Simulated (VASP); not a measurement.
Write the native input for VASP 6.6.1 that does the following.

| Property | Result |
| --- | --- |
| Task | relaxation of cell and atoms |
| Functional | BLYP |
| Dispersion | D4 |
| Potentials or basis | VASP PAW PBE potentials, release 64 (Sb, Mn_pv) |
| Cutoff | 500 eV |
| k mesh | 7 × 7 × 5 |
| Occupations | fermi-dirac, width 0.05 eV |
| Spin | collinear spin, ferromagnetic start |
| Starting moments | [0.0, 0.0, 4.0, 4.0] μB |
| Dipole correction | no |
| Further INCAR settings | ALGO = Normal; EDIFF = 1e-07; IBRION = 2; EDIFFG = -0.01; NSW = 60; ISIF = 3 |

The structure of MnSb lies in POSCAR:

```
MnSb
1.0
    4.1500000000      0.0000000000      0.0000000000
   -2.0750000000      3.5940054257      0.0000000000
    0.0000000000      0.0000000000      5.7800000000
Sb Mn
2 2
Direct
    0.6666666667      0.3333333333      0.7500000000
    0.3333333333      0.6666666667      0.2500000000
    0.0000000000      0.0000000000      0.5000000000
    0.0000000000      0.0000000000      0.0000000000
```

These files were run (other wordings do the same):

INCAR

```
PREC = Accurate ; ENCUT = 500
EDIFF = 1E-7 ; ISMEAR = -1
SIGMA = 0.05 ; LREAL = F
LASPH = T ; NELM = 200
ALGO = Normal ; ISIF = 3
LWAVE = F ; LCHARG = F
ISPIN = 2 ; MAGMOM = 0 0 4 4
LORBIT = 11 ; LMAXMIX = 4
GGA = B5 ; ALDAX = 1.0
AGGAX = 1.0 ; AGGAC = 1.0
ALDAC = 0.0 ; IVDW = 13
VDW_S6 = 1.0 ; VDW_S8 = 2.34076671
VDW_A1 = 0.44488865 ; VDW_A2 = 4.0933009
IBRION = 2 ; NSW = 60
EDIFFG = -0.01 ; GGA_COMPAT = F
NELMIN = 4
```

KPOINTS

```
regular mesh
0
Gamma
  7 7 5
```

Potentials or basis: VASP PAW PBE potentials, release 64 (Sb, Mn_pv).

Launch:

```console
$ cat potpaw_PBE.64/Sb/POTCAR potpaw_PBE.64/Mn_pv/POTCAR > POTCAR
$ mpirun -np 1 vasp_std > vasp.out
```

It gave:

```yaml
Relaxed_volume: 19.70 Å³/atom
Relaxed_cell: a = 4.042 Å, b = 4.042 Å, c = 5.572 Å, α = 90.00°, β = 90.00°, γ = 120.00°
Space_group_after_relaxing_to_0.1_Å: P6_3/mmc (No. 194)
Energy_gained_by_relaxing: 27.7 meV/atom
Ionic_steps: 6
Pressure_after_relaxing: 0.0 GPa
Net_moment: 5.93 μB per cell
Site_moments: Sb -0.11; Mn +3.00 μB
Valence_electrons_inside_the_program's_atomic_spheres: Sb 2.53; Mn 11.69
Dispersion_energy_per_atom: -0.872 eV
```

Caveat: the PAW data sets were made with another functional, which shifts forces and pressure a little; the run started ferromagnetic, and an antiferromagnetic order may lie lower in energy.

Run time: 8.1 min on 1 thread of Intel(R) Xeon(R) Platinum 8488C (Sapphire Rapids), on a shared host, peak memory 0.26 GiB.
